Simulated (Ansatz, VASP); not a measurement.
## TiAl in VASP and in Ansatz

```
CELL_PARAMETERS angstrom
2.80984 0.00000 0.00000
0.00000 2.80984 0.00000
0.00000 0.00000 4.06577
ATOMIC_POSITIONS crystal
Ti 0.50000 0.50000 0.50000
Al 0.00000 0.00000 0.00000
```

Alike in both runs: functional r2SCAN; k mesh 14 × 14 × 10; occupations gaussian, width 0.1 eV; no spin polarisation.

Ansatz relaxed the structure, and its values are those at the end. VASP's run is a single point on that final structure, the one shown.

|  | VASP | Ansatz |
| --- | --- | --- |
| version | VASP 6.6.1 | Ansatz 0.2.0 |
| potentials or method | VASP PAW PBE potentials, release 64 (Ti_sv, Al), cutoff 520 eV | scalar-relativistic, plane waves, PAW |
| valence electrons in the cell | 15 | 15 |

VASP gave:

- gap on the k mesh at the Fermi level (eV): none
- pressure (GPa): 0.2

Problem. Estimate Ansatz's values.

Solution. gap on the k mesh at the Fermi level (eV): none; pressure (GPa): 0.0.

VASP's potentials were made for PBE, not for r2SCAN. A gap of «none» marks a metal or a gap that the smearing closes.
